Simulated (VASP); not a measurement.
Runs of VASP 6.6.1 on Cu. The structure is that of space group Fm-3m (No. 225), or close to it. The cells are those of the table. 

```tsv
spin	cell	k mesh	cutoff (eV)	pressure (GPa)	moment (μB)
non-collinear, zero start, SOC	a = 2.564 Å, angles 60.0°, 1 atom	20 × 20 × 20	600	(a)	0.00
off	a = 2.567 Å, angles 60.0°, 1 atom	10 × 10 × 10	600	0.8	-
non-collinear, zero start, SOC	a = 2.566 Å, angles 60.0°, 1 atom	20 × 20 × 20	520	0.7	0.00
non-collinear, zero start, SOC	a = 2.567 Å, angles 60.0°, 1 atom	20 × 20 × 20	600	0.6	0.00
```

Alike in all rows: task single point; level PBE; potentials or basis VASP PAW PBE potentials, release 64 (Cu); smearing gaussian 0.05 eV.

Estimate the missing entries.

(a) 1.1.
